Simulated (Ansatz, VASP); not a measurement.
## One calculation of Hg4S, two programs

```
Hg S
1.0
    -3.33682    3.33682    3.33682
     3.33682   -3.33682    3.33682
     3.33682    3.33682   -3.33682
Hg S
4 1
Direct
  0.50000 0.50000 0.50000
  0.50000 0.00000 0.00000
  0.00000 0.00000 0.50000
  0.00000 0.50000 0.00000
  0.00000 0.00000 0.00000
```

Change from the starting cell: species swapped into the Hg4Pt type (Im-3m, No. 229).

Alike in both runs: functional PBE; k mesh 8 × 8 × 8; occupations gaussian, width 0.1 eV; no spin polarisation.

Ansatz relaxed the structure, and its values are those at the end. VASP's run is a single point on that final structure, the one shown.

```csv
,VASP,Ansatz
version,VASP 6.6.1,Ansatz 0.2.0
potentials or method,"VASP PAW PBE potentials, release 64 (Hg, S), cutoff 520 eV","scalar-relativistic, plane waves, PAW"
valence electrons in the cell,54,86
```

VASP gave:

* gap on the k mesh at the Fermi level (eV): none
* pressure (GPa): 0.2

Task: What did Ansatz give for the same quantities?

Result: gap on the k mesh at the Fermi level (eV): none; pressure (GPa): 0.0.

A gap of «none» marks a metal or a gap that the smearing closes. VASP's potentials hold 54 valence electrons a cell and Ansatz's 86, so a difference there can come from the potentials and not from the codes.

Spin-orbit coupling is off throughout.
